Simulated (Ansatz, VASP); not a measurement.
**Two plane-wave programs on TeSe3**

```
Te Se
1.0
     2.92395   -4.14323    0.00000
     2.92395    4.14323    0.00000
     0.00000    0.00000    4.14198
Te Se
1 3
Direct
  0.00000 0.00000 0.50000
  0.50000 0.50000 0.50000
  0.74847 0.25153 0.00000
  0.25153 0.74847 0.00000
```

Alike in both runs: task relaxation of cell and atoms; functional PBE; k mesh 8 × 8 × 8; occupations gaussian, width 0.1 eV; no spin polarisation.

|  | VASP | Ansatz |
| --- | --- | --- |
| version | VASP 6.6.1 | Ansatz 0.2.0 |
| potentials or method | VASP PAW PBE potentials, release 64 (Te, Se), cutoff 600 eV | scalar-relativistic, plane waves, PAW |
| valence electrons in the cell | 24 | 64 |

```tsv
	VASP	Ansatz	Ansatz less VASP
gap on the k mesh at the Fermi level, each at its own relaxed structure (eV)	none	none	-
relaxed volume (Å³/atom)	25.08	25.09	+0.005
relaxed length of the cell vector where the two differ most in proportion (Å)	4.141	4.142	+0.0004
```

A gap of «none» marks a metal or a gap that the smearing closes. VASP's potentials hold 24 valence electrons a cell and Ansatz's 64, so a difference there can come from the potentials and not from the codes.

Spin-orbit coupling is off throughout.
